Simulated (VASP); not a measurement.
Wanted: the native input for a VASP 6.6.1 run.

| Item | Value |
| --- | --- |
| Task | single point |
| Functional | PBE |
| Potentials or basis | VASP PAW PBE potentials, release 64 (Bi_d) |
| Cutoff | 520 eV |
| k mesh | 8 × 8 × 8 |
| Occupations | gaussian, width 0.3 eV |
| Spin | no spin polarisation |
| Dipole correction | no |
| Further INCAR settings | ALGO = Normal; EDIFF = 1e-06; NBANDS = 22 |

The structure of Bi lies in POSCAR:

```
Bi
1.0
    2.2924582305      1.3235513765      4.0467531177
   -2.2924582305      1.3235513765      4.0467531177
    0.0000000000     -2.6471027530      4.0467531177
Bi
2
Direct
    0.2337113826      0.2337113826      0.2337113826
    0.7662886174      0.7662886174      0.7662886174
```

The input as run:

INCAR

```
SYSTEM = Bi
ALGO = Normal
EDIFF = 1E-6
ENCUT = 520
GGA = PE
ISIF = 2
ISMEAR = 0
LASPH = .TRUE.
LCHARG = .TRUE.
LELF = .TRUE.
LREAL = .FALSE.
LVHAR = .TRUE.
LWAVE = .FALSE.
NBANDS = 22
NELM = 100
PREC = Accurate
SIGMA = 0.3
```

KPOINTS

```
k-points
0
G
  8 8 8
  0 0 0
```

Potentials or basis: VASP PAW PBE potentials, release 64 (Bi_d).

The run is started by

```console
$ cat potpaw_PBE.64/Bi_d/POTCAR > POTCAR
$ mpirun -np 1 vasp_std > vasp.out
```

Results of the run:

| Property | Result |
| --- | --- |
| Pressure | 0.0 GPa |
| Largest force | 0.013 eV/Å |
| Band gap on the k mesh | zero (bands 15 and 16 overlap by 0.16 eV) |

Caveat: so wide a smearing shifts energies and pressures; spin-orbit coupling is left out, which moves the levels of the heavy elements.

Run time: 70 s on 1 thread of Intel Xeon 8259CL (shared host), peak memory 0.25 GiB.
